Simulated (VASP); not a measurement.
# Sb2Br (C2/m) in VASP: further runs, part 2 of 2

VASP 6.6.1. Earlier steps stand in the parts before.

### Step 4. Single point, r2SCAN

Contents of POSCAR:

```
Sb2Br
1.0
    0.0000000000      6.0646290000      0.0000000000
    7.4793530000     -3.0323140000      0.0000000000
    3.2384160000      0.0000000000     -6.9132710000
Br Sb
2 4
Direct
    0.8180000000      0.6360000000      0.6310000000
    0.1820000000      0.3640000000      0.3690000000
    0.1450000000      0.2900000000      0.8950000000
    0.8550000000      0.7100000000      0.1050000000
    0.5240000000      0.0480000000      0.7430000000
    0.4760000000      0.9520000000      0.2570000000
```

Contents of INCAR.step1:

```
SYSTEM = Sb2Br
ALGO     = Normal         ! electronic algorithm
EDIFF    = 1E-4           ! SCF threshold, eV
ENCUT    = 520            ! plane-wave cutoff, eV
GGA      = PE             ! functional
ISMEAR   = 1              ! smearing method
ISYM     = 0            
LASPH    = .TRUE.         ! aspherical terms in the spheres
LCHARG   = .FALSE.        ! write CHGCAR
LREAL    = .FALSE.        ! projectors in reciprocal space
LWAVE    = .TRUE.         ! write WAVECAR
NBANDS   = 26             ! bands
NELM     = 60             ! most SCF steps
PREC     = Accurate       ! precision mode
SIGMA    = 0.1739         ! smearing width, eV
```

Contents of INCAR.step2:

```
SYSTEM = Sb2Br
ALGO     = Normal         ! electronic algorithm
EDIFF    = 1E-6           ! SCF threshold, eV
ENCUT    = 520            ! plane-wave cutoff, eV
ISIF     = 2              ! what is computed and relaxed
ISMEAR   = 1              ! smearing method
ISTART   = 1            
ISYM     = 0            
LASPH    = .TRUE.         ! aspherical terms in the spheres
LCHARG   = .FALSE.        ! write CHGCAR
LMIXTAU  = .TRUE.       
LREAL    = .FALSE.        ! projectors in reciprocal space
LWAVE    = .FALSE.        ! write WAVECAR
METAGGA  = R2SCAN         ! meta-GGA
NBANDS   = 26             ! bands
NELM     = 60             ! most SCF steps
PREC     = Accurate       ! precision mode
SIGMA    = 0.1739         ! smearing width, eV
```

Contents of KPOINTS:

```
k-points
0
G
  3 3 3
  0 0 0
```

Potentials or basis: VASP PAW PBE potentials, release 64 (Br, Sb).

Command:

```console
$ cat potpaw_PBE.64/Br/POTCAR potpaw_PBE.64/Sb/POTCAR > POTCAR
$ cp INCAR.step1 INCAR
$ mpirun -np 1 vasp_std > vasp.out
$ cp INCAR.step2 INCAR
$ mpirun -np 1 vasp_std > vasp.out
```

OUTCAR:

```text
SYSTEM = Sb2Br
   EDIFF = 1E-6
   ENCUT = 520
   ISIF = 2
   ISMEAR = 1
   ISTART = 1
   ISYM = 0
   LASPH = .TRUE.
   LREAL = .FALSE.
   METAGGA = R2SCAN
   NELM = 60
   PREC = Accurate

 ion  position               nearest neighbor table
   1  0.818  0.636  0.631-
   2  0.182  0.364  0.369-
   3  0.145  0.290  0.895-
   4  0.855  0.710  0.105-
   5  0.524  0.048  0.743-   6 3.68
   6  0.476  0.952  0.257-   5 3.68

IMPORTANT INFORMATION: All symmetrisations will be switched off!
NOSYMM: (Re-)initialisation of all symmetry stuff for point group C_1.

----------------------------------------------------------------------------------------

                                     Primitive cell

  volume of cell :     313.5825

  direct lattice vectors                    reciprocal lattice vectors
     0.000000000  6.064629000  0.000000000     0.066850691  0.164890548  0.031315183
     7.479353000 -3.032314000  0.000000000     0.133701404  0.000000000  0.062630377
     3.238416000  0.000000000 -6.913271000     0.000000000  0.000000000 -0.144649327

  length of vectors
     6.064629000  8.070665988  7.634176715     0.180661419  0.147643590  0.144649327

  position of ions in fractional coordinates (direct lattice)
     0.818000000  0.636000000  0.631000000
     0.182000000  0.364000000  0.369000000
     0.145000000  0.290000000  0.895000000
     0.855000000  0.710000000  0.105000000
     0.524000000  0.048000000  0.743000000
     0.476000000  0.952000000  0.257000000

  ion indices of the primitive-cell ions
   primitive index   ion index
                 1           1
                 2           2
                 3           3
                 4           4
                 5           5
                 6           6

----------------------------------------------------------------------------------------

 KPOINTS: k-points

Automatic generation of k-mesh.
 Grid dimensions read from file:
 generate k-points for:    3    3    3

 Generating k-lattice:

  Cartesian coordinates                     Fractional coordinates (reciprocal lattice)
     0.022283564  0.054963516  0.010438394     0.333333333  0.000000000  0.000000000
     0.044567135  0.000000000  0.020876792     0.000000000  0.333333333  0.000000000
     0.000000000  0.000000000 -0.048216442     0.000000000  0.000000000  0.333333333

  Length of vectors
     0.060220473  0.049214530  0.048216442

  Shift w.r.t. Gamma in fractional coordinates (k-lattice)
     0.000000000  0.000000000  0.000000000

 Subroutine IBZKPT returns following result:
 ===========================================

 Found     14 irreducible k-points:

 Following reciprocal coordinates:
            Coordinates               Weight
  0.000000  0.000000  0.000000      1.000000
  0.333333 -0.000000  0.000000      2.000000
  0.333333 -0.333333 -0.000000      2.000000
  0.000000  0.333333  0.000000      2.000000
  0.333333  0.333333  0.000000      2.000000
  0.000000  0.000000  0.333333      2.000000
  0.333333 -0.000000  0.333333      2.000000
  0.333333 -0.333333 -0.333333      2.000000
 -0.333333  0.000000  0.333333      2.000000
 -0.333333  0.333333 -0.333333      2.000000
  0.000000  0.333333  0.333333      2.000000
  0.333333  0.333333  0.333333      2.000000
  0.333333  0.333333 -0.333333      2.000000
  0.000000 -0.333333  0.333333      2.000000
   k-points           NKPTS =     14   k-points in BZ     NKDIM =     14   number of bands    NBANDS=     26
   number of dos      NEDOS =    301   number of ions     NIONS =      6
   total plane-waves  NPLWV = 172800
   dimension x,y,z NGX =    48 NGY =   60 NGZ =   60
   dimension x,y,z NGXF=    96 NGYF=  120 NGZF=  120
   ions per type =               2   4
   NGX,Y,Z   is equivalent  to a cutoff of  13.16, 12.36, 13.07 a.u.
   NGXF,Y,Z  is equivalent  to a cutoff of  26.32, 24.72, 26.13 a.u.
 SYSTEM =  Sb2Br
   PREC   = accura    normal or accurate (medium, high low for compatibility)
   ISTART =      1    job   : 0-new  1-cont  2-samecut
   ICHARG =      0    charge: 1-file 2-atom 10-const
   ISPIN  =      1    spin polarized calculation?
   LNONCOLLINEAR =      F non collinear calculations
   LSORBIT =      F    spin-orbit coupling
   LASPH  =      T    aspherical Exc in radial PAW
   ENCUT  =  520.0 eV  38.22 Ry    6.18 a.u.  11.28 15.01 14.19*2*pi/ulx,y,z
   NELM   =     60;   NELMIN=  2; NELMDL=  0     # of ELM steps
   EDIFF  = 0.1E-05   stopping-criterion for ELM
   LREAL  =      F    real-space projection
   EDIFFG = 0.1E-04   stopping-criterion for IOM
   NSW    =      0    number of steps for IOM
   IBRION =     -1    ionic relax: 0-MD 1-quasi-New 2-CG
   NFREE  =      0    steps in history (QN), initial steepest desc. (CG)
   ISIF   =      2    stress and relaxation
   ISYM   =      0    0-nonsym 1-usesym 2-fastsym
   POTIM  = 0.5000    time-step for ionic-motion
   TEBEG  =    0.0;   TEEND  =   0.0 temperature during run
   PSTRESS=    0.0 pullay stress
   NELECT =      34.0000    total number of electrons
   NUPDOWN=      -1.0000    fix difference up-down
   EMIN   =  10.00;   EMAX   =-10.00  energy-range for DOS
   EFERMI =   0.00;   METHOD = LEGACY
   ISMEAR =     1;   SIGMA  =   0.17  broadening in eV -4-tet -1-fermi 0-gaus
   EFERMI_NEDOS =   21; number of points for ismear=-14 and -15
   IALGO  =     38    algorithm
   IMIX   =      4    mixing-type and parameters
     AMIX     =   0.40;   BMIX     =  1.00
     AMIX_MAG =   1.60;   BMIX_MAG =  1.00
  volume/ion in A,a.u.               =      52.26       352.69
  Fermi-wavevector in a.u.,A,eV,Ry     =   0.780639  1.475195  8.291363  0.609398
  Thomas-Fermi vector in A             =   1.883992
   LORBIT       =      0    0 simple, 1 ext, 2 COOP (PROOUT), +10 PAW based schemes
   METAGGA = R2SCAN    functional components
   LHFCALC =     F    Hartree Fock is set to
   AEXX    =    0.0000 exact exchange contribution
   IVDW    =     0    specifies the selected vdW correction
   LEPSILON=     F    determine dielectric tensor
   LRPA    =     F    only Hartree local field effects (RPA)
 non-spin polarized calculation
 Methfessel and Paxton  Order N= 1 SIGMA  =   0.17
  energy-cutoff  :      520.00
  volume of cell :      313.58
 maximum number of plane-waves:      8468
 NGX is ok and might be reduce to    48
   NGX = 23   NGY = 29   NGZ = 29

 number of electron      33.9999997 magnetization

 Free energy of the ion-electron system (eV)
  ---------------------------------------------------
  ext. energy  EPLUGINS =         0.00000000
  ---------------------------------------------------
  free energy    TOTEN  =      -122.36258574 eV

  energy without entropy =     -122.35652820  energy(sigma->0) =     -122.36056656

 E-fermi :   0.3973     XC(G=0):  -7.4207

 val. band max:        0.3380941454   @ k =   0.0000   0.3333   0.3333
 cond. band min:       0.4028272708   @ k =   0.3333  -0.0000   0.3333
 fundamental gap:      0.0647331254
 Fermi energy:         0.3973182775

 k-point     1 :       0.0000    0.0000    0.0000
  band No.  band energies     occupation
      1     -13.5409      2.00000
      2     -13.4769      2.00000
      3      -9.1395      2.00000
      4      -8.2251      2.00000
      5      -8.0400      2.00000
      6      -7.8236      2.00000
[... 18 lines left out ...]
     25       6.1273      0.00000
     26       6.4485      0.00000

 k-point     2 :       0.3333   -0.0000    0.0000
  band No.  band energies     occupation
      1     -13.5215      2.00000
      2     -13.4891      2.00000
      3      -8.9123      2.00000
      4      -8.3514      2.00000
      5      -8.2049      2.00000
      6      -7.8332      2.00000
[... 18 lines left out ...]
     25       6.5663      0.00000
[... 318 lines left out ...]
     25       6.5023      0.00000
     26       6.9169      0.00000

 k-point    14 :       0.0000   -0.3333    0.3333
  band No.  band energies     occupation
      1     -13.5266      2.00000
      2     -13.4870      2.00000
      3      -9.0836      2.00000
      4      -8.2794      2.00000
      5      -8.1059      2.00000
      6      -7.8768      2.00000
[... 18 lines left out ...]
     25       5.9643      0.00000
     26       6.5513      0.00000

------------------------ aborting loop because EDIFF is reached ----------------------------------------

  FORCE on cell =-STRESS in cart. coord.  units (eV):
  Direction    XX          YY          ZZ          XY          YZ          ZX
  --------------------------------------------------------------------------------------
  -------------------------------------------------------------------------------------
  Total      -11.3236003    -16.4867389    -13.7302357      0.0000394      0.0000139      2.0416687
  in kB      -57.8553149    -84.2351769    -70.1514619      0.0002014      0.0000708     10.4314338
  external PRESSURE =     -70.7473179 kB  Pullay stress =       0.0000000 kB

 VOLUME and BASIS-vectors are now :
 -----------------------------------------------------------------------------
  energy-cutoff  :      520.00
  volume of cell :      313.58
      direct lattice vectors                 reciprocal lattice vectors
     0.000000000  6.064629000  0.000000000     0.066850691  0.164890548  0.031315183
     7.479353000 -3.032314000  0.000000000     0.133701404  0.000000000  0.062630377
     3.238416000  0.000000000 -6.913271000     0.000000000  0.000000000 -0.144649327

 POSITION                                       TOTAL-FORCE (eV/Angst)
 -----------------------------------------------------------------------------------
      6.80031      3.03231     -4.36227        -0.036625      0.000140     -0.175115
      3.91746      0.00000     -2.55100         0.036634     -0.000140      0.175106
      5.06739      0.00000     -6.18738        -1.541943      0.000003      0.037309
      5.65037      3.03231     -0.72589         1.541924     -0.000003     -0.037316
      2.76515      3.03231     -5.13656         0.911930      0.000029     -1.447114
      7.95262      0.00000     -1.77671        -0.911919     -0.000029      1.447130
 -----------------------------------------------------------------------------------
    total drift:                                0.000025      0.000000     -0.000018

  FREE ENERGIE OF THE ION-ELECTRON SYSTEM (eV)
  ---------------------------------------------------
  free  energy   TOTEN  =      -122.3625857435 eV

  energy  without entropy=     -122.3565281954  energy(sigma->0) =     -122.36056656
```

It took 2.9 min on 1 thread of Intel Xeon 6975P-C (Granite Rapids), shared host; peak memory 0.51 GiB.

What came out:

```yaml
Free_energy: -122.3626 eV
Pressure: -7.1 GPa
Largest_force: 1.710 eV/Å
Band_gap_on_the_k_mesh: zero (bands 17 and 18 overlap by 0.30 eV)
```

Forces in eV/Å, atoms in the order of the input:
```
Br  -0.037  0.000 -0.175
Br   0.037  0.000  0.175
Sb  -1.542  0.000  0.037
Sb   1.542  0.000 -0.037
Sb   0.912  0.000 -1.447
Sb  -0.912  0.000  1.447
```

Caveat: the k points lie up to 0.38 Å⁻¹ apart; the PAW data sets were made with another functional, which shifts forces and pressure a little; spin-orbit coupling is left out, which moves the levels of the heavy elements.
